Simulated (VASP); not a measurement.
# CuO (CsCl type) (Pm-3m) in VASP: a series of runs

The runs below take CuO (CsCl type) through single point, with PBE.

Everything below comes from runs of VASP 6.6.1. Logs are shortened: lines on timing, memory, paths and dates and some standing lists are left out, and cuts for length are marked.

## Step 1: The cell of the first run

It takes space group Pm-3m (No. 221, cubic). Conventional cell: a = 2.583 Å, b = 2.583 Å, c = 2.583 Å, α = 90.00°, β = 90.00°, γ = 90.00°. Within 3.0 Å of Cu (site symmetry m-3m) lie 8 O at 2.24 Å and 6 Cu at 2.58 Å. Within 3.0 Å of O (site symmetry m-3m) lie 8 Cu at 2.24 Å and 6 O at 2.58 Å.

## Step 2: Single point, PBE (volume scaled by 0.9405)

File INCAR:

```
PREC = Accurate
ENCUT = 600
EDIFF = 1E-6
ISMEAR = -1
SIGMA = 0.08
LREAL = False
LASPH = True
NELM = 120
ALGO = Normal
ISIF = 2
LWAVE = False
LCHARG = True
GGA = PE
LELF = True
LVHAR = True
NBANDS = 16
GGA_COMPAT = False
```

File KPOINTS:

```
Automatic mesh
0
Gamma
  12 12 12
```

File POSCAR:

```
CuO
1.0
    2.5834631051      0.0000000000      0.0000000000
    0.0000000000      2.5834631051      0.0000000000
    0.0000000000      0.0000000000      2.5834631051
Cu O
1 1
Direct
    0.0000000000      0.0000000000      0.0000000000
    0.5000000000      0.5000000000      0.5000000000
```

Potentials or basis: VASP PAW PBE potentials, release 64 (Cu, O).

Command:

```console
$ cat potpaw_PBE.64/Cu/POTCAR potpaw_PBE.64/O/POTCAR > POTCAR
$ mpirun -np 1 vasp_std > vasp.out
```

OUTCAR:

```text
PREC = Accurate
   ENCUT = 600
   EDIFF = 1E-6
   ISMEAR = -1
   LREAL = False
   LASPH = True
   NELM = 120
   ISIF = 2
   GGA = PE

 ion  position               nearest neighbor table
   1  0.000  0.000  0.000-   2 2.24   2 2.24   2 2.24   2 2.24   2 2.24   2 2.24   2 2.24   2 2.24

   2  0.500  0.500  0.500-   1 2.24   1 2.24   1 2.24   1 2.24   1 2.24   1 2.24   1 2.24   1 2.24

  LATTYP: Found a simple cubic cell.
 ALAT       =     2.5834631051

  Lattice vectors:

 A1 = (   2.5834631051,   0.0000000000,   0.0000000000)
 A2 = (   0.0000000000,   2.5834631051,   0.0000000000)
 A3 = (   0.0000000000,   0.0000000000,   2.5834631051)

Analysis of symmetry for initial positions (statically):
=====================================================================
 Subroutine PRICEL returns:
 Original cell was already a primitive cell.

 Routine SETGRP: Setting up the symmetry group for a
 simple cubic supercell.

 Subroutine GETGRP returns: Found 48 space group operations
 (whereof 48 operations were pure point group operations)
 out of a pool of 48 trial point group operations.

The static configuration has the point symmetry O_h .

Analysis of symmetry for dynamics (positions and initial velocities):
=====================================================================
 Subroutine PRICEL returns:
 Original cell was already a primitive cell.

 Routine SETGRP: Setting up the symmetry group for a
 simple cubic supercell.

 Subroutine GETGRP returns: Found 48 space group operations
 (whereof 48 operations were pure point group operations)
 out of a pool of 48 trial point group operations.

The dynamic configuration has the point symmetry O_h .

 Subroutine INISYM returns: Found 48 space group operations
 (whereof 48 operations are pure point group operations),
 and found     1 'primitive' translations

----------------------------------------------------------------------------------------

                                     Primitive cell

  volume of cell :      17.2428

  direct lattice vectors                    reciprocal lattice vectors
     2.583463105  0.000000000  0.000000000     0.387077330  0.000000000  0.000000000
     0.000000000  2.583463105  0.000000000     0.000000000  0.387077330  0.000000000
     0.000000000  0.000000000  2.583463105     0.000000000  0.000000000  0.387077330

  length of vectors
     2.583463105  2.583463105  2.583463105     0.387077330  0.387077330  0.387077330

  position of ions in fractional coordinates (direct lattice)
     0.000000000  0.000000000  0.000000000
     0.500000000  0.500000000  0.500000000

  ion indices of the primitive-cell ions
   primitive index   ion index
                 1           1
                 2           2

----------------------------------------------------------------------------------------

 KPOINTS: Automatic mesh

Automatic generation of k-mesh.
 Grid dimensions read from file:
 generate k-points for:   12   12   12

 Generating k-lattice:

  Cartesian coordinates                     Fractional coordinates (reciprocal lattice)
     0.032256444  0.000000000  0.000000000     0.083333333  0.000000000  0.000000000
     0.000000000  0.032256444  0.000000000     0.000000000  0.083333333  0.000000000
     0.000000000  0.000000000  0.032256444     0.000000000  0.000000000  0.083333333

  Length of vectors
     0.032256444  0.032256444  0.032256444

  Shift w.r.t. Gamma in fractional coordinates (k-lattice)
     0.000000000  0.000000000  0.000000000

 Subroutine IBZKPT returns following result:
 ===========================================

 Found     84 irreducible k-points:

 Following reciprocal coordinates:
            Coordinates               Weight
  0.000000  0.000000  0.000000      1.000000
  0.083333  0.000000  0.000000      6.000000
  0.166667  0.000000  0.000000      6.000000
  0.250000  0.000000  0.000000      6.000000
  0.333333  0.000000  0.000000      6.000000
  0.416667  0.000000  0.000000      6.000000
[... 16 lines left out ...]
  0.333333  0.333333  0.000000     12.000000
  0.416667  0.333333  0.000000     24.000000
 [... further k-points ...]
   k-points           NKPTS =     84   k-points in BZ     NKDIM =     84   number of bands    NBANDS=     16
   number of dos      NEDOS =    301   number of ions     NIONS =      2
   total plane-waves  NPLWV =  13824
   dimension x,y,z NGX =    24 NGY =   24 NGZ =   24
   dimension x,y,z NGXF=    48 NGYF=   48 NGZF=   48
   ions per type =               1   1
   NGX,Y,Z   is equivalent  to a cutoff of  15.44, 15.44, 15.44 a.u.
   NGXF,Y,Z  is equivalent  to a cutoff of  30.89, 30.89, 30.89 a.u.
 SYSTEM =  unknown system
   PREC   = accura    normal or accurate (medium, high low for compatibility)
   ISTART =      0    job   : 0-new  1-cont  2-samecut
   ICHARG =      2    charge: 1-file 2-atom 10-const
   ISPIN  =      1    spin polarized calculation?
   LNONCOLLINEAR =      F non collinear calculations
   LSORBIT =      F    spin-orbit coupling
   LASPH  =      T    aspherical Exc in radial PAW
   ENCUT  =  600.0 eV  44.10 Ry    6.64 a.u.   5.16  5.16  5.16*2*pi/ulx,y,z
   NELM   =    120;   NELMIN=  2; NELMDL= -5     # of ELM steps
   EDIFF  = 0.1E-05   stopping-criterion for ELM
   LREAL  =      F    real-space projection
   EDIFFG = 0.1E-04   stopping-criterion for IOM
   NSW    =      0    number of steps for IOM
   IBRION =     -1    ionic relax: 0-MD 1-quasi-New 2-CG
   NFREE  =      0    steps in history (QN), initial steepest desc. (CG)
   ISIF   =      2    stress and relaxation
   ISYM   =      2    0-nonsym 1-usesym 2-fastsym
   POTIM  = 0.5000    time-step for ionic-motion
   TEBEG  =    0.0;   TEEND  =   0.0 temperature during run
   PSTRESS=    0.0 pullay stress
   NELECT =      17.0000    total number of electrons
   NUPDOWN=      -1.0000    fix difference up-down
   EMIN   =  10.00;   EMAX   =-10.00  energy-range for DOS
   EFERMI =   0.00;   METHOD = LEGACY
   ISMEAR =    -1;   SIGMA  =   0.08  broadening in eV -4-tet -1-fermi 0-gaus
   EFERMI_NEDOS =   21; number of points for ismear=-14 and -15
   IALGO  =     38    algorithm
   IMIX   =      4    mixing-type and parameters
     AMIX     =   0.40;   BMIX     =  1.00
     AMIX_MAG =   1.60;   BMIX_MAG =  1.00
  volume/ion in A,a.u.               =       8.62        58.18
  Fermi-wavevector in a.u.,A,eV,Ry     =   1.629379  3.079081 36.121795  2.654877
  Thomas-Fermi vector in A             =   2.721855
   LORBIT       =      0    0 simple, 1 ext, 2 COOP (PROOUT), +10 PAW based schemes
   GGA     = PE    functional components
   LHFCALC =     F    Hartree Fock is set to
   AEXX    =    0.0000 exact exchange contribution
   IVDW    =     0    specifies the selected vdW correction
   LEPSILON=     F    determine dielectric tensor
   LRPA    =     F    only Hartree local field effects (RPA)
 non-spin polarized calculation
  energy-cutoff  :      600.00
  volume of cell :       17.24
 maximum number of plane-waves:       592
 NGX is ok and might be reduce to    24
   NGX = 11   NGY = 11   NGZ = 11

 number of electron      16.9999999 magnetization

 Free energy of the ion-electron system (eV)
  ---------------------------------------------------
  ext. energy  EPLUGINS =         0.00000000
  ---------------------------------------------------
  free energy    TOTEN  =        -8.60027436 eV

  energy without entropy =       -8.54206584  energy(sigma->0) =       -8.57117010

 E-fermi :   7.1713     XC(G=0): -13.1291

 val. band max:        7.1708851253   @ k =   0.4167   0.0833   0.0000
 cond. band min:       7.1753392091   @ k =   0.3333   0.1667   0.0000
 fundamental gap:      0.0044540839
 Fermi energy:         7.1712830028

 k-point     1 :       0.0000    0.0000    0.0000
  band No.  band energies     occupation
      1     -12.6197      2.00000
      2       3.6693      2.00000
      3       3.6693      2.00000
      4       5.1771      2.00000
      5       5.1771      2.00000
      6       5.1771      2.00000
[... 8 lines left out ...]
     15      27.6284      0.00000
     16      40.6968      0.00000

 k-point     2 :       0.0833    0.0000    0.0000
  band No.  band energies     occupation
      1     -12.5435      2.00000
      2       3.4424      2.00000
      3       3.6883      2.00000
      4       4.8298      2.00000
      5       4.8298      2.00000
      6       4.8536      2.00000
[... 8 lines left out ...]
     15      28.1661      0.00000
     16      38.5319      0.00000

 k-point     3 :       0.1667    0.0000    0.0000
  band No.  band energies     occupation
      1     -12.3267      2.00000
      2       2.4865      2.00000
      3       3.7405      2.00000
      4       4.4124      2.00000
      5       4.4124      2.00000
      6       4.7947      2.00000
[... 8 lines left out ...]
     15      29.5709      0.00000
     16      35.8259      0.00000

 k-point     4 :       0.2500    0.0000    0.0000
  band No.  band energies     occupation
      1     -12.0064      2.00000
      2       1.2106      2.00000
      3       3.8126      2.00000
      4       4.0583      2.00000
      5       4.0583      2.00000
      6       5.1172      2.00000
[... 8 lines left out ...]
     15      31.5919      0.00000
     16      33.4551      0.00000
[... 324 lines left out ...]
 k-point    22 :       0.5000    0.2500    0.0000
  band No.  band energies     occupation
      1     -10.8745      2.00000
      2      -0.0193      2.00000
      3       2.6640      2.00000
      4       4.0974      2.00000
      5       4.2207      2.00000
      6       5.2735      2.00000
[... 8 lines left out ...]
     15      34.1128      0.00000
     16      34.2886      0.00000

 k-point    23 :       0.3333    0.3333    0.0000
  band No.  band energies     occupation
      1     -10.9439      2.00000
      2       1.0123      2.00000
      3       1.9249      2.00000
      4       4.3167      2.00000
      5       4.3246      2.00000
      6       5.1270      2.00000
[... 8 lines left out ...]
     15      33.3183      0.00000
     16      33.3512      0.00000

 k-point    24 :       0.4167    0.3333    0.0000
  band No.  band energies     occupation
      1     -10.7447      2.00000
      2       0.7815      2.00000
      3       1.9884      2.00000
      4       4.2637      2.00000
      5       4.4295      2.00000
      6       5.1170      2.00000
[... 8 lines left out ...]
     15      33.2036      0.00000
     16      34.1118      0.00000

 [... further k-points ...]
[... 5 lines left out ...]
  --------------------------------------------------------------------------------------
  -------------------------------------------------------------------------------------
  Total        1.3113216      1.3113216      1.3113216      0.0000000     -0.0000000      0.0000000
  in kB      121.8464855    121.8464855    121.8464855      0.0000000     -0.0000000      0.0000000
  external PRESSURE =     121.8464855 kB  Pullay stress =       0.0000000 kB

 VOLUME and BASIS-vectors are now :
 -----------------------------------------------------------------------------
  energy-cutoff  :      600.00
  volume of cell :       17.24
      direct lattice vectors                 reciprocal lattice vectors
     2.583463105  0.000000000  0.000000000     0.387077330  0.000000000  0.000000000
     0.000000000  2.583463105  0.000000000     0.000000000  0.387077330  0.000000000
     0.000000000  0.000000000  2.583463105     0.000000000  0.000000000  0.387077330

 POSITION                                       TOTAL-FORCE (eV/Angst)
 -----------------------------------------------------------------------------------
      0.00000      0.00000      0.00000         0.000000      0.000000      0.000000
      1.29173      1.29173      1.29173         0.000000      0.000000      0.000000
 -----------------------------------------------------------------------------------
    total drift:                                0.000000      0.000000     -0.000000

  FREE ENERGIE OF THE ION-ELECTRON SYSTEM (eV)
  ---------------------------------------------------
  free  energy   TOTEN  =        -8.6002743618 eV

  energy  without entropy=       -8.5420658431  energy(sigma->0) =       -8.57117010
```

It used 42 s of CPU time on 1 thread of AMD EPYC 7R13 Processor (Zen 3), on a shared host.

Results:

```
Free energy : -8.6003 eV
Pressure    : 12.2 GPa
```

Caveat: an odd number of electrons without spin polarisation forces a metal; a magnetic or distorted state may lie lower; semilocal functionals often make such compounds metallic where correlation or magnetic order opens a gap, which also shifts bond lengths.

## Step 3: Single point, PBE (volume scaled by 0.98)

INCAR is that of step 2.

File KPOINTS:

```
regular mesh
0
Gamma
  12 12 12
```

File POSCAR:

```
CuO
1.0
    2.6191358330      0.0000000000      0.0000000000
    0.0000000000      2.6191358330      0.0000000000
    0.0000000000      0.0000000000      2.6191358330
Cu O
1 1
Direct
    0.0000000000      0.0000000000      0.0000000000
    0.5000000000      0.5000000000      0.5000000000
```

Potentials or basis: VASP PAW PBE potentials, release 64 (Cu, O).

Command:

```console
$ cat potpaw_PBE.64/Cu/POTCAR potpaw_PBE.64/O/POTCAR > POTCAR
$ mpirun -np 1 vasp_std > vasp.out
```

It used 58 s of CPU time on 1 thread of AMD EPYC 7R13 Processor (Zen 3), on a shared host.

The run converged. Its results:

```yaml
Free_energy: -8.6369 eV
Pressure: 3.6 GPa
```

Levels at points of the mesh, in eV from the Fermi level:
```tsv
k point	band 7	band 8	band 9	band 10	band 11	band 12
(0.00, 0.00, 0.00)	-1.60	-1.60	-1.60	0.83	15.79	15.79
(0.50, 0.00, 0.00)	-1.14	0.41	0.41	6.53	8.01	17.63
(0.50, 0.50, 0.00)	-2.06	-1.17	-0.90	5.27	11.47	11.47
(0.50, 0.50, 0.50)	0.31	0.31	0.31	7.05	7.05	7.05
```

Caveat: an odd number of electrons without spin polarisation forces a metal; a magnetic or distorted state may lie lower; semilocal functionals often make such compounds metallic where correlation or magnetic order opens a gap, which also shifts bond lengths.

## Step 4: Single point, PBE (volume scaled by 1.02)

File INCAR:

```
SYSTEM = CuO
PREC = Accurate ; ENCUT = 600
EDIFF = 1E-6 ; ISMEAR = -1
SIGMA = 0.08 ; LREAL = .FALSE.
LASPH = .TRUE. ; NELM = 120
ALGO = Normal ; ISIF = 2
LWAVE = .FALSE. ; LCHARG = .FALSE.
GGA = PE ; NBANDS = 16
GGA_COMPAT = .FALSE.
```

File KPOINTS:

```
Automatic mesh
0
G
  12 12 12
  0 0 0
```

File POSCAR:

```
CuO
1.0
    2.6542962143      0.0000000000      0.0000000000
    0.0000000000      2.6542962143      0.0000000000
    0.0000000000      0.0000000000      2.6542962143
Cu O
1 1
Direct
    0.0000000000      0.0000000000      0.0000000000
    0.5000000000      0.5000000000      0.5000000000
```

Command:

```console
$ cat potpaw_PBE.64/Cu/POTCAR potpaw_PBE.64/O/POTCAR > POTCAR
$ mpirun -np 1 vasp_std > vasp.out
```

It used 37 s of CPU time on 1 thread of AMD EPYC 7R13 Processor (Zen 3), on a shared host.

The run converged. Its results:

```
Free energy : -8.6386 eV
Pressure    : -3.0 GPa
```

Levels at points of the mesh, in eV from the Fermi level:
```tsv
k point	band 5	band 6	band 7	band 8	band 9	band 10	band 11	band 12	band 13	band 14
(0.00, 0.00, 0.00)	-1.74	-1.74	-1.53	-1.53	-1.53	0.63	15.60	15.60	19.34	19.34
(0.50, 0.00, 0.00)	-2.87	-1.48	-1.09	0.39	0.39	6.33	7.69	17.48	17.48	17.54
(0.50, 0.50, 0.00)	-2.05	-1.95	-1.95	-1.12	-0.83	5.12	11.17	11.17	16.92	24.06
(0.50, 0.50, 0.50)	-1.10	-1.10	0.29	0.29	0.29	7.02	7.02	7.02	12.69	21.68
```

Caveat: an odd number of electrons without spin polarisation forces a metal; a magnetic or distorted state may lie lower; semilocal functionals often make such compounds metallic where correlation or magnetic order opens a gap, which also shifts bond lengths.

(Part 1 of 2 ends here.)
